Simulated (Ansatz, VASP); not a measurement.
## Two plane-wave programs on SiC3

```xyz
4
Lattice="2.7077 0.0000 0.0000 -1.3539 2.3450 0.0000 0.0000 0.0000 4.7716" Properties=species:S:1:pos:R:3 pbc="T T T"
Si    0.0000    1.5633    0.0000
C     0.0000    1.5633    2.3858
C     1.3539    0.7817    1.3463
C     1.3539    0.7817    3.4253
```

Alike in both runs: functional PBE; k mesh 6 × 6 × 4; occupations gaussian, width 0.1 eV; no spin polarisation.

Ansatz relaxed the structure, and its values are those at the end. VASP's run is a single point on that final structure, the one shown.

```csv
,VASP,Ansatz
version,VASP 6.6.1,Ansatz 0.2.0
potentials or method,"VASP PAW PBE potentials, release 64 (Si, C), cutoff 520 eV","scalar-relativistic, plane waves, PAW"
valence electrons in the cell,16,16
```

|  | VASP | Ansatz | Ansatz less VASP |
| --- | --- | --- | --- |
| gap on the k mesh at the Fermi level (eV) | none | none | - |
| pressure (GPa) | 0.1 | 0.0 | -0.13 |
| rms of the force components (eV/Å) | 0.004 | 0.003 | -0.0014 |

A gap of «none» marks a metal or a gap that the smearing closes. The functional is the same, so the differences come from potentials, cutoffs and numerics.

The k mesh is coarse, so the values compare programs but aren't converged.
